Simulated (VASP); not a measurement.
The system is Al3O2.

```
Al O
1.0
     3.99503    0.00000    0.00000
    -1.99752    3.45980    0.00000
     0.00000    0.00000    6.26895
Al O
3 2
Direct
  0.33333 0.66667 0.14544
  0.00000 0.00000 0.50000
  0.66667 0.33333 0.85456
  0.66667 0.33333 0.25187
  0.33333 0.66667 0.74813
```

The cell was generated, and may not be a known phase.

- Program: VASP 6.6.1
- Task: relaxation of cell and atoms
- Functional: PBE
- Potentials or basis: VASP PAW PBE potentials, release 64 (Al, O)
- Cutoff: 600 eV
- k mesh: 6 × 6 × 4
- Occupations: gaussian, width 0.1 eV
- Spin: no spin polarisation

At the start: pressure -11.7 GPa; volume 17.33 Å³/atom.

How do energy, volume and symmetry change on relaxing?

Over 32 steps the energy falls by 1543.0 meV/atom and the volume is 12.63 Å³/atom (-27.1 %); space group P-3m1 (No. 164, to 0.1 Å) before and after.

Step by step:
| step | energy change (eV) | largest force (eV/Å) | pressure (GPa) | volume (Å³) |
| --- | --- | --- | --- | --- |
| 1 | 0.0000 | 1.0243 | -11.74 | 86.65 |
| 2 | -1.0364 | 1.1317 | -3.63 | 71.66 |
| 3 | -1.1839 | 1.3318 | 3.05 | 65.93 |
| 4 | -1.8255 | 1.8791 | 5.03 | 64.43 |
| 5 | -4.0626 | 3.4166 | 20.28 | 58.82 |
| 6 | -1.9347 | 3.4466 | 78.22 | 44.14 |
| 7 | -5.8098 | 4.2359 | 26.23 | 55.85 |
| 8 | -6.2844 | 1.0475 | 44.50 | 50.23 |
| 9 | -6.5231 | 1.9853 | 39.55 | 51.61 |
| 10 | -6.4719 | 1.6245 | 41.17 | 51.14 |
| 11 | -6.5784 | 1.0060 | 38.41 | 51.36 |
| 12 | -6.6386 | 0.2681 | 34.01 | 51.72 |
| 13 | -6.7498 | 0.2701 | 31.67 | 52.20 |
| 14 | -7.0390 | 0.2719 | 25.17 | 53.66 |
| 15 | -7.4340 | 0.2465 | 14.05 | 56.65 |
| 16 | -7.6097 | 0.1095 | -2.04 | 62.92 |
| 17 | -7.6328 | 0.1499 | 1.27 | 61.35 |
| 18 | -7.6329 | 0.1546 | 1.72 | 61.15 |
| 19 | -7.6418 | 0.1535 | 1.50 | 61.27 |
| 20 | -7.6621 | 0.1490 | 1.05 | 61.64 |
| 21 | -7.6763 | 0.2973 | 0.31 | 62.37 |
| 22 | -7.6765 | 0.2788 | 0.36 | 62.31 |
| 23 | -7.6801 | 0.2246 | 0.00 | 62.45 |
| 24 | -7.6874 | 0.2907 | -1.00 | 62.88 |
| 25 | -7.6867 | 0.5135 | -2.84 | 63.75 |
| 26 | -7.6896 | 0.3941 | -1.85 | 63.28 |
| 27 | -7.6917 | 0.3767 | -1.77 | 63.27 |
| 28 | -7.6974 | 0.3292 | -1.49 | 63.24 |
| 29 | -7.7064 | 0.2355 | -0.92 | 63.17 |
| 30 | -7.7146 | 0.0614 | 0.37 | 63.02 |
| 31 | -7.7147 | 0.0339 | 0.54 | 63.00 |
| 32 | -7.7152 | 0.0268 | 0.33 | 63.14 |

Final structure:
```cif
data_structure
_symmetry_space_group_name_H-M 'P 1'
_symmetry_Int_Tables_number 1
_cell_length_a 2.9381
_cell_length_b 2.9381
_cell_length_c 8.4460
_cell_angle_alpha 90.000
_cell_angle_beta 90.000
_cell_angle_gamma 120.000
_cell_volume 63.14
loop_
_atom_site_label
_atom_site_type_symbol
_atom_site_fract_x
_atom_site_fract_y
_atom_site_fract_z
_atom_site_occupancy
Al1 Al 0.33333 0.66667 0.22672 1
Al2 Al 0.00000 0.00000 0.50000 1
Al3 Al 0.66667 0.33333 0.77328 1
O1 O 0.66667 0.33333 0.14626 1
O2 O 0.33333 0.66667 0.85374 1
```

Caveat: the volume moved by over 15 % at a fixed basis, so the end points are rough; an odd number of electrons without spin polarisation forces a metal; a magnetic or distorted state may lie lower.
